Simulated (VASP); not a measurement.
# Ga15H2N16 (a cell with a defect) in VASP: a series of runs

The runs below take Ga15H2N16 (a cell with a defect) through single point, with PBE.

Program: VASP 6.6.1. These are calculated values, not measurements. Logs are shortened: lines on timing, memory, paths and dates and some standing lists are left out, and cuts for length are marked.

### Step 1. The cell of the first run

The cell holds a defect, 33 atoms: a = 6.437 Å, b = 6.437 Å, c = 10.487 Å, α = 90.00°, β = 90.00°, γ = 120.00°.

### Step 2. Single point, PBE

Contents of INCAR:

```
SYSTEM = Ga15H2N16
PREC = Accurate ; ENCUT = 520
EDIFF = 1E-6 ; ISMEAR = 0
SIGMA = 0.01 ; LREAL = Auto
LASPH = .TRUE. ; NELM = 120
ALGO = Normal ; ISIF = 2
LWAVE = .FALSE. ; LCHARG = .FALSE.
GGA = PE ; NELECT = 278.0
NBANDS = 160 ; GGA_COMPAT = .FALSE.
ISYM = -1
```

Contents of KPOINTS:

```
explicit points
1
Reciprocal
  0.25000000   0.25000000   0.25000000 1
```

Contents of POSCAR:

```
Ga15H2N16
1.0
    6.4372426900      0.0000000029      0.0000000000
   -3.2186213475      5.5748156986      0.0000000000
    0.0000000000      0.0000000000     10.4870679900
Ga N H
15 16 2
Direct
    0.3349113058      0.1664355005      0.2472507025
    0.1671150735      0.3391951734      0.5008413139
    0.3396006222      0.1659151332      0.7469517198
    0.1636536384      0.3325247015      0.9984099088
    0.3334146688      0.6664349686      0.2496106345
    0.1554304158      0.8276180189      0.4998617370
    0.3328490824      0.6645792312      0.7479725986
    0.1624484510      0.8326617595      0.9985848276
    0.8320385622      0.1654261658      0.2471673024
    0.8279635095      0.1651205664      0.7468969156
    0.6644300846      0.3333887423      0.9966368663
    0.8336967819      0.6660085387      0.2545631814
    0.6669895012      0.8253241126      0.4996274832
    0.8269663196      0.6522036790      0.7446186216
    0.6646990594      0.8322528704      0.9987049830
    0.3234072153      0.1671639659      0.4350184685
    0.1664391910      0.3332529711      0.1876473770
    0.3290729341      0.1652891934      0.9394083892
    0.1656423829      0.3303231059      0.6884007564
    0.3327903474      0.6699929705      0.4381647840
    0.1667807824      0.8325753543      0.1872394524
    0.3308406370      0.6659703937      0.9376829055
    0.1646602927      0.8303974843      0.6890233108
    0.8387259272      0.1629332610      0.4357109415
    0.6673865063      0.3337314585      0.1870509213
    0.8318064719      0.1646058451      0.9392530423
    0.6640614332      0.3258676408      0.6929746634
    0.8357972913      0.6751831915      0.4358543266
    0.6651080355      0.8318164241      0.1873207162
    0.8310911448      0.6668623737      0.9382525812
    0.6660885175      0.8297262949      0.6884349547
    0.4982895744      0.2760368116      0.4681915091
    0.7655524040      0.2619433653      0.4710648718
```

Potentials or basis: VASP PAW PBE potentials, release 64 (Ga_d, N, H).

Launch:

```console
$ cat potpaw_PBE.64/Ga_d/POTCAR potpaw_PBE.64/N/POTCAR potpaw_PBE.64/H/POTCAR > POTCAR
$ mpirun -np 1 vasp_std > vasp.out
```

OUTCAR:

```text
SYSTEM = Ga15H2N16
   PREC = Accurate
   ENCUT = 520
   EDIFF = 1E-6
   ISMEAR = 0
   LREAL = Auto
   LASPH = .TRUE.
   NELM = 120
   ISIF = 2
   GGA = PE
   NELECT = 278.0
   ISYM = -1

 ion  position               nearest neighbor table
   1  0.335  0.166  0.247-  25 1.96  21 1.96  16 1.97  17 1.97
   2  0.167  0.339  0.501-  24 1.96  16 1.96  20 1.96  19 1.97
   3  0.340  0.166  0.747-  27 1.90  23 1.97  19 1.98  18 2.02
   4  0.164  0.333  0.998-  26 1.95  18 1.95  22 1.96  17 1.98
   5  0.333  0.666  0.250-  29 1.96  21 1.97  17 1.97  20 1.98
   6  0.155  0.828  0.500-  28 1.90  20 1.98  23 1.98  16 2.01
[... 18 lines left out ...]
  25  0.667  0.334  0.187-   1 1.96   9 1.96  12 1.98  11 2.00
  26  0.832  0.165  0.939-   4 1.95  15 1.95  11 1.97  10 2.02
  27  0.664  0.326  0.693-   3 1.90  10 1.90  14 1.90
  28  0.836  0.675  0.436-  13 1.90  12 1.90   6 1.90
  29  0.665  0.832  0.187-   5 1.96   9 1.96  15 1.98  12 1.99
  30  0.831  0.667  0.938-   8 1.95  15 1.96  11 1.96  14 2.03
  31  0.666  0.830  0.688-   7 1.96  10 1.97  14 1.98  13 1.98
  32  0.498  0.276  0.468-  16 1.04
  33  0.766  0.262  0.471-  24 1.03

IMPORTANT INFORMATION: All symmetrisations will be switched off!
NOSYMM: (Re-)initialisation of all symmetry stuff for point group C_1.

----------------------------------------------------------------------------------------

                                     Primitive cell

  volume of cell :     376.3436

  direct lattice vectors                    reciprocal lattice vectors
     6.437242690  0.000000003  0.000000000     0.155346015  0.089689064  0.000000000
    -3.218621348  5.574815699  0.000000000    -0.000000000  0.179378127  0.000000000
     0.000000000  0.000000000 10.487067990     0.000000000  0.000000000  0.095355537

  length of vectors
     6.437242690  6.437242690 10.487067990     0.179378127  0.179378127  0.095355537

  position of ions in fractional coordinates (direct lattice)
     0.334911306  0.166435501  0.247250702
     0.167115073  0.339195173  0.500841314
     0.339600622  0.165915133  0.746951720
     0.163653638  0.332524701  0.998409909
     0.333414669  0.666434969  0.249610635
     0.155430416  0.827618019  0.499861737
[... 25 lines left out ...]
     0.498289574  0.276036812  0.468191509
     0.765552404  0.261943365  0.471064872

  ion indices of the primitive-cell ions
   primitive index   ion index
                 1           1
                 2           2
                 3           3
                 4           4
                 5           5
                 6           6
[... 25 lines left out ...]
                32          32
                33          33

[... 37 lines left out ...]
   POTIM  = 0.5000    time-step for ionic-motion
   TEBEG  =    0.0;   TEEND  =   0.0 temperature during run
   PSTRESS=    0.0 pullay stress
   NELECT =     278.0000    total number of electrons
   NUPDOWN=      -1.0000    fix difference up-down
   EMIN   =  10.00;   EMAX   =-10.00  energy-range for DOS
   EFERMI =   0.00;   METHOD = LEGACY
   ISMEAR =     0;   SIGMA  =   0.01  broadening in eV -4-tet -1-fermi 0-gaus
   EFERMI_NEDOS =   21; number of points for ismear=-14 and -15
   IALGO  =     38    algorithm
   IMIX   =      4    mixing-type and parameters
     AMIX     =   0.40;   BMIX     =  1.00
     AMIX_MAG =   1.60;   BMIX_MAG =  1.00
  volume/ion in A,a.u.               =      11.40        76.96
  Fermi-wavevector in a.u.,A,eV,Ry     =   1.479886  2.796579 29.797611  2.190063
  Thomas-Fermi vector in A             =   2.593988
   LORBIT       =      0    0 simple, 1 ext, 2 COOP (PROOUT), +10 PAW based schemes
   GGA     = PE    functional components
   LHFCALC =     F    Hartree Fock is set to
   AEXX    =    0.0000 exact exchange contribution
   IVDW    =     0    specifies the selected vdW correction
   LEPSILON=     F    determine dielectric tensor
   LRPA    =     F    only Hartree local field effects (RPA)
 non-spin polarized calculation
 Gauss-broadening in eV      SIGMA  =   0.01
  energy-cutoff  :      520.00
  volume of cell :      376.34
 maximum number of plane-waves:     10144
 NGX is ok and might be reduce to    48
   NGX = 23   NGY = 23   NGZ = 39

 number of electron     277.9999975 magnetization

 Free energy of the ion-electron system (eV)
  ---------------------------------------------------
  ext. energy  EPLUGINS =         0.00000000
  ---------------------------------------------------
  free energy    TOTEN  =      -194.89001014 eV

  energy without entropy =     -194.89001014  energy(sigma->0) =     -194.89001014

 E-fermi :   5.0315     XC(G=0): -11.3719

 val. band max:        4.9307389353   @ k =   0.2500   0.2500   0.2500
 cond. band min:       8.6211722674   @ k =   0.2500   0.2500   0.2500
 fundamental gap:      3.6904333321
 Fermi energy:         5.0314683173

 k-point     1 :       0.2500    0.2500    0.2500
  band No.  band energies     occupation
      1     -11.1326      2.00000
      2     -10.8485      2.00000
      3     -10.7104      2.00000
      4     -10.5393      2.00000
      5     -10.4834      2.00000
      6     -10.4487      2.00000
[... 143 lines left out ...]
    150      10.6519      0.00000
    151      10.7371      0.00000
 [bands above 151 left out]

------------------------ aborting loop because EDIFF is reached ----------------------------------------

  FORCE on cell =-STRESS in cart. coord.  units (eV):
  Direction    XX          YY          ZZ          XY          YZ          ZX
  --------------------------------------------------------------------------------------
  -------------------------------------------------------------------------------------
  Total       10.3527567      1.9498092     13.3328938     -5.6444028     -0.6541137      0.0863394
  in kB       44.0739635      8.3007668     56.7610631    -24.0294649     -2.7847060      0.3675656
  external PRESSURE =      36.3785978 kB  Pullay stress =       0.0000000 kB

 VOLUME and BASIS-vectors are now :
 -----------------------------------------------------------------------------
  energy-cutoff  :      520.00
  volume of cell :      376.34
      direct lattice vectors                 reciprocal lattice vectors
     6.437242690  0.000000003  0.000000000     0.155346015  0.089689064  0.000000000
    -3.218621348  5.574815699  0.000000000    -0.000000000  0.179378127  0.000000000
     0.000000000  0.000000000 10.487067990     0.000000000  0.000000000  0.095355537

 POSITION                                       TOTAL-FORCE (eV/Angst)
 -----------------------------------------------------------------------------------
      1.62021      0.92785      2.59293        -0.004652     -0.006345     -0.005537
     -0.01598      1.89095      5.25236        -0.005628     -0.019698     -0.004880
      1.65207      0.92495      7.83333         0.017970      0.008145     -0.011478
     -0.01679      1.85376     10.47039         0.001894     -0.004670     -0.002945
      0.00127      3.71525      2.61768        -0.001128      0.000101      0.000039
     -1.66325      4.61382      5.24208        -0.011969     -0.006240     -0.014706
[... 25 lines left out ...]
      2.31915      1.53885      4.90996         0.006929      0.014359     -0.005775
      4.08495      1.46029      4.94009         0.002431     -0.007979      0.005612
 -----------------------------------------------------------------------------------
    total drift:                               -0.000506      0.001307     -0.003996

  FREE ENERGIE OF THE ION-ELECTRON SYSTEM (eV)
  ---------------------------------------------------
  free  energy   TOTEN  =      -194.8900101357 eV

  energy  without entropy=     -194.8900101357  energy(sigma->0) =     -194.89001014
```

OSZICAR:

```text
N       E                     dE             d eps       ncg     rms          rms(c)
DAV:   1     0.493107649095E+04    0.49311E+04   -0.10548E+05   336   0.317E+03
DAV:   2     0.115890678139E+04   -0.37722E+04   -0.35924E+04   320   0.949E+02
DAV:   3    -0.505658971580E+02   -0.12095E+04   -0.11566E+04   392   0.324E+02
[... 11 lines left out ...]
DAV:  15    -0.194889996167E+03   -0.24379E-04   -0.56221E-04   376   0.199E-01    0.614E-02
DAV:  16    -0.194889996825E+03   -0.65777E-06   -0.30766E-04   464   0.197E-01    0.150E-02
DAV:  17    -0.194890005381E+03   -0.85557E-05   -0.10588E-04   384   0.856E-02    0.795E-03
DAV:  18    -0.194890009803E+03   -0.44222E-05   -0.47380E-05   520   0.397E-02    0.478E-03
DAV:  19    -0.194890010136E+03   -0.33267E-06   -0.57456E-06   312   0.197E-02
   1 F= -.19489001E+03 E0= -.19489001E+03  d E =-.485437E-46
```

stdout:

```text
POSCAR found type information on POSCAR GaN H
 POSCAR found :  3 types and      33 ions
 scaLAPACK will be used
 LDA part: xc-table for (Slater+PW92), standard interpolation
 POSCAR, INCAR and KPOINTS ok, starting setup
 FFT: planning ... GRIDC
 FFT: planning ... GRID_SOFT
 FFT: planning ... GRID
 WAVECAR not read
 entering main loop
 the old and the new charge density differ
 old charge density:   277.00000 new  278.00000
    0.306E+01
```

It took 5 min on 1 thread of AMD EPYC 7R13, shared host; peak memory 0.45 GiB.

What came out:

| Item | Value |
| --- | --- |
| Free energy | -194.8900 eV |
| Largest force | 0.033 eV/Å |

Forces on the atoms (eV/Å):
```
Ga  -0.005 -0.006 -0.006
Ga  -0.006 -0.020 -0.005
Ga   0.018  0.008 -0.011
Ga   0.002 -0.005 -0.003
Ga  -0.001  0.000  0.000
Ga  -0.012 -0.006 -0.015
Ga   0.004  0.002  0.002
Ga   0.001  0.003 -0.002
Ga   0.001  0.001  0.009
Ga  -0.011  0.009 -0.005
Ga  -0.004 -0.004 -0.013
Ga  -0.005 -0.005  0.015
Ga   0.008 -0.003 -0.012
Ga   0.002 -0.011 -0.016
Ga  -0.002  0.006  0.002
N    0.017 -0.003  0.021
N    0.000  0.000 -0.002
N   -0.003  0.002  0.010
N   -0.006 -0.001  0.002
N   -0.002  0.008  0.003
N    0.009  0.002 -0.002
N    0.000  0.000  0.003
N   -0.002 -0.001  0.010
N   -0.023  0.022 -0.007
N    0.002  0.000  0.004
N    0.004 -0.004  0.004
N    0.003 -0.002  0.000
N    0.001 -0.002 -0.001
N    0.001  0.001 -0.002
N    0.003  0.005  0.010
N   -0.002 -0.003  0.005
H    0.007  0.014 -0.006
H    0.002 -0.008  0.006
```

Levels at points of the mesh, in eV from the Fermi level:
| k point | band 136 | band 137 | band 138 | band 139 | band 140 | band 141 | band 142 | band 143 |
| --- | --- | --- | --- | --- | --- | --- | --- | --- |
| (0.25, 0.25, 0.25) | -1.17 | -1.10 | -0.74 | -0.10 | 3.59 | 4.36 | 4.46 | 4.55 |

Caveat: the cell carries a net charge on a neutralising background, which shifts energy and pressure; the cell is charged against a uniform background, so pressure and absolute levels hang on convention.

### Step 3. Single point, PBE

Contents of INCAR:

```
PREC = Accurate ; ENCUT = 520
EDIFF = 1E-6 ; ISMEAR = 0
SIGMA = 0.01 ; LREAL = Auto
LASPH = True ; NELM = 120
ALGO = Normal ; ISIF = 2
LWAVE = False ; LCHARG = False
GGA = PE ; NELECT = 276.0
NBANDS = 160 ; GGA_COMPAT = False
ISYM = -1
```

KPOINTS is that of step 2.

Contents of POSCAR:

```
Ga15H2N16
1.0
    6.4372426900      0.0000000029      0.0000000000
   -3.2186213475      5.5748156986      0.0000000000
    0.0000000000      0.0000000000     10.4870679900
Ga N H
15 16 2
Direct
    0.3298279226      0.1609208976      0.2468772812
    0.1652570318      0.3381974039      0.5000469384
    0.3316684453      0.1662849729      0.7475842298
    0.1630498057      0.3348026961      0.9982321332
    0.3310216903      0.6619636889      0.2488618444
    0.1619649868      0.8296163107      0.5006616441
    0.3325831843      0.6670267210      0.7500112958
    0.1622672167      0.8332026536      0.9992101436
    0.8314763903      0.1614418237      0.2462617666
    0.8340813710      0.1654033073      0.7465730076
    0.6618671762      0.3336164654      0.9985951521
    0.8295984895      0.6558123671      0.2506427386
    0.6602619001      0.8255851111      0.5003667335
    0.8349661588      0.6702616788      0.7482557966
    0.6608323633      0.8314901664      0.9982032466
    0.3164186212      0.1617932038      0.4349997431
    0.1639880305      0.3286799390      0.1872959001
    0.3291193863      0.1671398856      0.9392241979
    0.1667165359      0.3344716491      0.6884382314
    0.3303610481      0.6672460975      0.4381087587
    0.1630402232      0.8269858021      0.1885806213
    0.3289375847      0.6669215832      0.9387387393
    0.1670022596      0.8342749745      0.6893141321
    0.8371479344      0.1604389230      0.4352931366
    0.6628950068      0.3262972601      0.1877231373
    0.8280231457      0.1662062785      0.9389432754
    0.6686743486      0.3364936368      0.7035580498
    0.8377495830      0.6815776279      0.4358366725
    0.6650231119      0.8277939960      0.1880417030
    0.8294261170      0.6671503504      0.9391551629
    0.6649199459      0.8332715080      0.6889677395
    0.4913590968      0.2654715229      0.4671467528
    0.7589092573      0.2551848166      0.4687978505
```

Potentials or basis: VASP PAW PBE potentials, release 64 (Ga_d, N, H).

Launch:

```console
$ cat potpaw_PBE.64/Ga_d/POTCAR potpaw_PBE.64/N/POTCAR potpaw_PBE.64/H/POTCAR > POTCAR
$ mpirun -np 1 vasp_std > vasp.out
```

It took 6.1 min on 1 thread of AMD EPYC 7R13, shared host; peak memory 0.45 GiB.

It converged, with:

```
Free energy   : -203.9417 eV
Largest force : 0.027 eV/Å
```

Forces in eV/Å, atoms in the order of the input:
```
Ga  -0.008 -0.001 -0.001
Ga   0.006 -0.014 -0.002
Ga   0.000 -0.001 -0.010
Ga  -0.003  0.006  0.001
Ga  -0.007  0.008  0.001
Ga  -0.008 -0.002 -0.004
Ga  -0.002 -0.001 -0.006
Ga   0.001 -0.002  0.002
Ga   0.002  0.000  0.001
Ga  -0.004  0.005 -0.010
Ga  -0.001  0.003 -0.002
Ga  -0.006 -0.002  0.008
Ga   0.008 -0.006 -0.003
Ga   0.000 -0.005 -0.012
Ga  -0.001  0.000 -0.001
N    0.010  0.014  0.021
N    0.006 -0.001 -0.005
N    0.000  0.000  0.000
N   -0.001 -0.002 -0.002
N    0.004  0.000  0.006
N    0.005 -0.004 -0.005
N    0.001 -0.002 -0.002
N    0.001  0.001 -0.001
N   -0.015  0.007  0.013
N    0.004  0.000  0.005
N    0.002 -0.001  0.000
N    0.001  0.002  0.004
N    0.001  0.001  0.007
N    0.001 -0.002 -0.001
N    0.001  0.000  0.004
N    0.003  0.001  0.001
H   -0.008 -0.005 -0.005
H    0.008  0.001 -0.004
```

Levels at points of the mesh, in eV from the Fermi level:
```
           k point  band 135  band 136  band 137  band 138  band 139  band 140  band 141  band 142
(0.25, 0.25, 0.25)     -0.49     -0.22     -0.14     -0.10      0.31      4.70      5.47      5.63
```

Caveat: the cell carries a net charge on a neutralising background, which shifts energy and pressure; the cell is charged against a uniform background, so pressure and absolute levels hang on convention.

### Step 4. Single point, PBE

Contents of INCAR:

```
SYSTEM = Ga15H2N16
ALGO = Normal
EDIFF = 1E-6
ENCUT = 520
GGA = PE
GGA_COMPAT = .FALSE.
ISIF = 2
ISMEAR = 0
ISYM = -1
LASPH = .TRUE.
LCHARG = .FALSE.
LREAL = Auto
LWAVE = .FALSE.
NBANDS = 160
NELECT = 278.0
NELM = 120
PREC = Accurate
SIGMA = 0.01
```

KPOINTS is that of step 3.

Contents of POSCAR:

```
Ga15H2N16
1.0
    6.4372426918      0.0000000000      0.0000000000
   -3.2186213459      5.5748157015      0.0000000000
    0.0000000000      0.0000000000     10.4870679887
Ga N H
15 16 2
Direct
    0.3349113058      0.1664355005      0.2472507025
    0.1671150735      0.3391951734      0.5008413139
    0.3396006222      0.1659151332      0.7469517198
    0.1636536384      0.3325247015      0.9984099088
    0.3334146688      0.6664349686      0.2496106345
    0.1554304158      0.8276180189      0.4998617370
    0.3328490824      0.6645792312      0.7479725986
    0.1624484510      0.8326617595      0.9985848276
    0.8320385622      0.1654261658      0.2471673024
    0.8279635095      0.1651205664      0.7468969156
    0.6644300846      0.3333887423      0.9966368663
    0.8336967819      0.6660085387      0.2545631814
    0.6669895012      0.8253241126      0.4996274832
    0.8269663196      0.6522036790      0.7446186216
    0.6646990594      0.8322528704      0.9987049830
    0.3234072153      0.1671639659      0.4350184685
    0.1664391910      0.3332529711      0.1876473770
    0.3290729341      0.1652891934      0.9394083892
    0.1656423829      0.3303231059      0.6884007564
    0.3327903474      0.6699929705      0.4381647840
    0.1667807824      0.8325753543      0.1872394524
    0.3308406370      0.6659703937      0.9376829055
    0.1646602927      0.8303974843      0.6890233108
    0.8387259272      0.1629332610      0.4357109415
    0.6673865063      0.3337314585      0.1870509213
    0.8318064719      0.1646058451      0.9392530423
    0.6640614332      0.3258676408      0.6929746634
    0.8357972913      0.6751831915      0.4358543266
    0.6651080355      0.8318164241      0.1873207162
    0.8310911448      0.6668623737      0.9382525812
    0.6660885175      0.8297262949      0.6884349547
    0.4982895744      0.2760368116      0.4681915091
    0.7655524040      0.2619433653      0.4710648718
```

Launch:

```console
$ cat potpaw_PBE.64/Ga_d/POTCAR potpaw_PBE.64/N/POTCAR potpaw_PBE.64/H/POTCAR > POTCAR
$ mpirun -np 1 vasp_std > vasp.out
```

Run time: 6.1 min. Hardware: 1 thread of AMD EPYC 7R13, shared host; peak memory 0.45 GiB.

Results (log left out):

* Free energy: -194.8900 eV
* Largest force: 0.033 eV/Å

Forces in eV/Å, atoms in the order of the input:
```
Ga  -0.005 -0.006 -0.006
Ga  -0.006 -0.020 -0.005
Ga   0.018  0.008 -0.011
Ga   0.002 -0.005 -0.003
Ga  -0.001  0.000  0.000
Ga  -0.012 -0.006 -0.015
Ga   0.004  0.002  0.002
Ga   0.001  0.003 -0.002
Ga   0.001  0.001  0.009
Ga  -0.011  0.009 -0.005
Ga  -0.004 -0.004 -0.013
Ga  -0.005 -0.005  0.015
Ga   0.008 -0.003 -0.012
Ga   0.002 -0.011 -0.016
Ga  -0.002  0.006  0.002
N    0.017 -0.003  0.021
N    0.000  0.000 -0.002
N   -0.003  0.002  0.010
N   -0.006 -0.001  0.002
N   -0.002  0.008  0.003
N    0.009  0.002 -0.002
N    0.000  0.000  0.003
N   -0.002 -0.001  0.010
N   -0.023  0.022 -0.007
N    0.002  0.000  0.004
N    0.004 -0.004  0.004
N    0.003 -0.002  0.000
N    0.001 -0.002 -0.001
N    0.001  0.001 -0.002
N    0.003  0.005  0.010
N   -0.002 -0.003  0.005
H    0.007  0.014 -0.006
H    0.002 -0.008  0.006
```

Levels at points of the mesh, in eV from the Fermi level:
| k point | band 136 | band 137 | band 138 | band 139 | band 140 | band 141 | band 142 | band 143 |
| --- | --- | --- | --- | --- | --- | --- | --- | --- |
| (0.25, 0.25, 0.25) | -1.17 | -1.10 | -0.74 | -0.10 | 3.59 | 4.36 | 4.46 | 4.55 |

Caveat: the cell carries a net charge on a neutralising background, which shifts energy and pressure; the cell is charged against a uniform background, so pressure and absolute levels hang on convention.
